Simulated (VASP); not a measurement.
A run of VASP 6.6.1:

File INCAR:

```
SYSTEM = V
  PREC = Accurate
  ENCUT = 520
  EDIFF = 1E-6
  ISMEAR = -1
  SIGMA = 0.1
  LREAL = .FALSE.
  LASPH = .TRUE.
  NELM = 100
  ALGO = Normal
  ISIF = 2
  LWAVE = .FALSE.
  LCHARG = .FALSE.
  GGA = PE
  NBANDS = 20
```

File KPOINTS:

```
regular mesh
0
G
  17 17 17
  0 0 0
```

Contents of POSCAR:

```
V
1.0
    0.0000000000      2.5839826776      2.5839826776
    2.5839826776      0.0000000000      2.5839826776
    2.5839826776      2.5839826776      0.0000000000
V
2
Direct
    0.1250000000      0.1250000000      0.1250000000
    0.8750000000      0.8750000000      0.8750000000
```

Potentials or basis: VASP PAW PBE potentials, release 64 (V_sv).

Command:

```bash
$ cat potpaw_PBE.64/V_sv/POTCAR > POTCAR
$ mpirun -np 1 vasp_std > vasp.out
```

Hardware: 1 thread of Intel Xeon 8259CL, on a shared host.

Problem. Estimate the wall time of this run.

Solution. Wall time 2.8 min on 1 thread of Intel Xeon 8259CL, with other jobs on the host, peak memory 0.22 GiB. Counts: scf iterations 11, k points 165.
